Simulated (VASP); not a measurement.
# BaMg2Pb2 in VASP: single point with PBE

Aim: the single point of BaMg2Pb2 with PBE.

Program: VASP 6.6.1. These are calculated values, not measurements. Logs are shortened: lines on timing, memory, paths and dates and some standing lists are left out, and cuts for length are marked.

## 1. The cell of the first run

The cell holds a disordered packing, 10 atoms: a = 6.886 Å, b = 6.273 Å, c = 7.794 Å, α = 82.92°, β = 90.90°, γ = 85.31°.

## 2. Single point, PBE

Input file INCAR:

```
ALGO = Normal ; EDIFF = 1E-6
ENCUT = 520 ; GGA = PE
ISIF = 2 ; ISMEAR = -1
LASPH = True ; LCHARG = False
LREAL = False ; LWAVE = False
NBANDS = 53 ; NELM = 80
PREC = Accurate ; SIGMA = 0.1
```

Input file KPOINTS:

```
Automatic mesh
0
Gamma
  3 3 3
  0 0.5 0
```

Input file POSCAR:

```
BaMg2Pb2
1.0
    6.8646980000      0.0237050000      0.5405760000
    0.5316260000      6.2309490000     -0.4892700000
   -0.7258910000      1.6253810000      7.5877060000
Pb Mg Ba
4 4 2
Direct
    0.2089150000      0.8199760000      0.3994940000
    0.3520540000      0.6341850000      0.8023020000
    0.9859970000      0.4128590000      0.4374440000
    0.5465360000      0.4604160000      0.4940650000
    0.1838010000      0.0927700000      0.7170100000
    0.3017730000      0.4496980000      0.1726710000
    0.0524060000      0.1130080000      0.0794340000
    0.6556600000      0.2696130000      0.9261190000
    0.7091610000      0.7373380000      0.1115360000
    0.7316660000      0.9264420000      0.6104440000
```

Potentials or basis: VASP PAW PBE potentials, release 64 (Pb_d, Mg, Ba_sv).

On the command line:

```console
cat potpaw_PBE.64/Pb_d/POTCAR potpaw_PBE.64/Mg/POTCAR potpaw_PBE.64/Ba_sv/POTCAR > POTCAR
mpirun -np 1 vasp_std > vasp.out
```

OUTCAR:

```text
EDIFF = 1E-6
   ENCUT = 520
   GGA = PE
   ISIF = 2
   ISMEAR = -1
   LASPH = True
   LREAL = False
   NELM = 80
   PREC = Accurate

 ion  position               nearest neighbor table
   1  0.209  0.820  0.399-   7 3.04   3 3.07   4 3.12   6 3.12   5 3.18   2 3.32  10 3.75   3 3.95
                            10 4.07   9 4.17   9 4.18
   2  0.352  0.634  0.802-   5 3.00   6 3.01   8 3.02   4 3.04   1 3.32  10 3.56   9 3.57   5 3.81

   3  0.986  0.413  0.437-   5 3.00   6 3.02   4 3.06   1 3.07   9 3.49   7 3.57  10 3.76   4 3.92
                            10 3.94   1 3.95
   4  0.547  0.460  0.494-   6 3.01   2 3.04   3 3.06   1 3.12   8 3.48  10 3.49  10 3.50   9 3.51
                             5 3.83   3 3.92
   5  0.184  0.093  0.717-   7 2.99   3 3.00   2 3.00   1 3.18  10 3.48   2 3.81   4 3.83  10 3.96

   6  0.302  0.450  0.173-   7 2.98   4 3.01   2 3.01   3 3.02   1 3.12   8 3.34   9 3.47
   7  0.052  0.113  0.079-   6 2.98   5 2.99   8 3.00   1 3.04   9 3.46   3 3.57
   8  0.656  0.270  0.926-   7 3.00   2 3.02   6 3.34   9 3.46   9 3.47   4 3.48  10 3.48
   9  0.709  0.737  0.112-   8 3.46   7 3.46   6 3.47   8 3.47   3 3.49   4 3.51   2 3.57  10 3.95
                             1 4.17   1 4.18  10 4.21
  10  0.732  0.926  0.610-   8 3.48   5 3.48   4 3.49   4 3.50   2 3.56   1 3.75   3 3.76   3 3.94
                             9 3.95   5 3.96   1 4.07   9 4.21

  LATTYP: Found a triclinic cell.
 ALAT       =    17.3812638768
 B/A-ratio  =     0.8971213611
 C/A-ratio  =     1.2673602952
 COS(alpha) =     0.0091570766
 COS(beta)  =     0.6967909927
 COS(gamma) =     0.7214548476

  Lattice vectors:

 A1 = (  -7.2020590000, -14.1109840000,  -7.1497420000)
 A2 = ( -14.2610220000,  -6.2783590000,  -0.5918820000)
 A3 = (   7.2532280000, -15.6889550000, -13.6562960000)

Analysis of symmetry for initial positions (statically):
=====================================================================
 Subroutine PRICEL returns:
 Original cell was already a primitive cell.

 Routine SETGRP: Setting up the symmetry group for a
 triclinic supercell.

 Subroutine GETGRP returns: Found  1 space group operations
 (whereof  1 operations were pure point group operations)
 out of a pool of  2 trial point group operations.

The static configuration has the point symmetry C_1 .

Analysis of symmetry for dynamics (positions and initial velocities):
=====================================================================
 Subroutine PRICEL returns:
[... 121 lines left out ...]
   ISYM   =      2    0-nonsym 1-usesym 2-fastsym
   POTIM  = 0.5000    time-step for ionic-motion
   TEBEG  =    0.0;   TEEND  =   0.0 temperature during run
   PSTRESS=    0.0 pullay stress
   NELECT =      84.0000    total number of electrons
   NUPDOWN=      -1.0000    fix difference up-down
   EMIN   =  10.00;   EMAX   =-10.00  energy-range for DOS
   EFERMI =   0.00;   METHOD = LEGACY
   ISMEAR =    -1;   SIGMA  =   0.10  broadening in eV -4-tet -1-fermi 0-gaus
   EFERMI_NEDOS =   21; number of points for ismear=-14 and -15
   IALGO  =     38    algorithm
   IMIX   =      4    mixing-type and parameters
     AMIX     =   0.40;   BMIX     =  1.00
     AMIX_MAG =   1.60;   BMIX_MAG =  1.00
  volume/ion in A,a.u.               =      33.28       224.61
  Fermi-wavevector in a.u.,A,eV,Ry     =   1.034564  1.955042 14.562613  1.070322
  Thomas-Fermi vector in A             =   2.168865
   LORBIT       =      0    0 simple, 1 ext, 2 COOP (PROOUT), +10 PAW based schemes
   GGA     = PE    functional components
   LHFCALC =     F    Hartree Fock is set to
   AEXX    =    0.0000 exact exchange contribution
   IVDW    =     0    specifies the selected vdW correction
   LEPSILON=     F    determine dielectric tensor
   LRPA    =     F    only Hartree local field effects (RPA)
 non-spin polarized calculation
  energy-cutoff  :      520.00
  volume of cell :      332.84
 maximum number of plane-waves:      8995
 NGX is ok and might be reduce to    54
   NGX = 25   NGY = 23   NGZ = 29

 number of electron      84.0000003 magnetization

 Free energy of the ion-electron system (eV)
  ---------------------------------------------------
  ext. energy  EPLUGINS =         0.00000000
  ---------------------------------------------------
  free energy    TOTEN  =       -23.79948926 eV

  energy without entropy =      -23.61081472  energy(sigma->0) =      -23.70515199

 E-fermi :   3.9084     XC(G=0):  -8.6968

 val. band max:        3.8896570744   @ k =   0.3333  -0.1667   0.3333
 cond. band min:       3.9424760820   @ k =  -0.3333   0.5000   0.3333
 fundamental gap:      0.0528190076
 Fermi energy:         3.9083993682

 k-point     1 :       0.0000    0.1667   -0.0000
  band No.  band energies     occupation
      1     -24.6075      2.00000
      2     -24.5595      2.00000
      3     -13.2650      2.00000
      4     -13.1874      2.00000
      5     -13.1735      2.00000
      6     -13.1393      2.00000
[... 773 lines left out ...]
     52       6.6011      0.00000
     53       6.7396      0.00000

------------------------ aborting loop because EDIFF is reached ----------------------------------------

  FORCE on cell =-STRESS in cart. coord.  units (eV):
  Direction    XX          YY          ZZ          XY          YZ          ZX
  --------------------------------------------------------------------------------------
  -------------------------------------------------------------------------------------
  Total        3.4489970      6.8859863      6.6498023      1.7494371      0.3716300      0.0284812
  in kB       16.6024128     33.1470247     32.0101071      8.4212533      1.7889126      0.1370998
  external PRESSURE =      27.2531815 kB  Pullay stress =       0.0000000 kB

 VOLUME and BASIS-vectors are now :
 -----------------------------------------------------------------------------
  energy-cutoff  :      520.00
  volume of cell :      332.84
      direct lattice vectors                 reciprocal lattice vectors
     6.864698000  0.023705000  0.540576000     0.144436448 -0.011052437  0.016185332
     0.531626000  6.230949000 -0.489270000     0.002099449  0.157673691 -0.033574818
    -0.725891000  1.625381000  7.587706000    -0.010154806  0.010954522  0.128474067

 POSITION                                       TOTAL-FORCE (eV/Angst)
 -----------------------------------------------------------------------------------
      1.58007      5.76351      2.74299         0.088412      0.899561     -0.524051
      2.17151      5.26397      5.96766        -0.870776      0.248009      0.621820
      6.67052      3.30689      3.65020         0.242575     -0.677021      0.220154
      3.63794      3.68483      3.81900        -0.263213     -0.971630      0.045988
      0.79059      1.74782      5.49443         0.551682      0.488692      0.135889
      2.18531      3.08985      1.25328        -0.080146     -0.341382     -0.148034
      0.36217      0.83450      0.57576         0.158535      0.140391      0.032294
      3.97198      3.20078      7.24964        -0.323249      0.092261     -0.238896
      5.17920      4.79241      0.86890         0.191479      0.199060      0.206006
      5.07207      6.78216      4.57411         0.304702     -0.077940     -0.351169
 -----------------------------------------------------------------------------------
    total drift:                                0.000042     -0.000784      0.000582

  FREE ENERGIE OF THE ION-ELECTRON SYSTEM (eV)
  ---------------------------------------------------
  free  energy   TOTEN  =       -23.7994892551 eV

  energy  without entropy=      -23.6108147238  energy(sigma->0) =      -23.70515199
```

Wall time 5.6 min (1 thread of Intel Xeon Platinum 8259CL at 2.50GHz (Skylake/Cascade Lake), shared host); peak memory 0.52 GiB.

What came out:

```
Free energy            : -23.7995 eV
Pressure               : 2.7 GPa
Largest force          : 1.098 eV/Å
Band gap on the k mesh : zero (bands 42 and 43 overlap by 0.19 eV)
```

Forces in eV/Å, atoms in the order of the input:
```
Pb   0.088  0.900 -0.524
Pb  -0.871  0.248  0.622
Pb   0.243 -0.677  0.220
Pb  -0.263 -0.972  0.046
Mg   0.552  0.489  0.136
Mg  -0.080 -0.341 -0.148
Mg   0.159  0.140  0.032
Mg  -0.323  0.092 -0.239
Ba   0.191  0.199  0.206
Ba   0.305 -0.078 -0.351
```

Stress tensor (GPa, compression positive):
```
1.66 0.84 0.01
0.84 3.31 0.18
0.01 0.18 3.20
```

Caveat: spin-orbit coupling is left out, which moves the levels of the heavy elements.
